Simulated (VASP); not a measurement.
The system is SiC.

```xyz
2
Lattice="0.0000 2.1740 2.1740 2.1740 0.0000 2.1740 2.1740 2.1740 0.0000" Properties=species:S:1:pos:R:3 pbc="T T T"
Si    0.0000    0.0000    0.0000
C     3.2610    3.2610    3.2610
```

Base run:

| Item | Value |
| --- | --- |
| Program | VASP 6.6.1 |
| Functional | PBE-based global hybrid with 35 % exact exchange |
| Potentials or basis | VASP PAW PBE potentials, release 64 (Si, C) |
| Cutoff | 520 eV |
| k mesh | 6 × 6 × 6 |
| Occupations | gaussian, width 0.05 eV |
| Spin | no spin polarisation |

Its results: band gap on the k mesh 3.65 eV (least direct gap 7.30 eV); pressure -2.4 GPa.

Q: The run is repeated on the same cell with these changes: functional from PBE-based global hybrid with 35 % exact exchange to r2SCAN-based global hybrid with 15 % exact exchange; cutoff from 520 eV to 580 eV; share of exact exchange from 0.35 to 0.15. What comes out?

A: Band gap on the k mesh 2.61 eV (least direct gap 6.12 eV); pressure -1.1 GPa.

Caveats: the PAW data sets were made with another functional, which shifts forces and pressure a little.

A k mesh can miss the band edges.
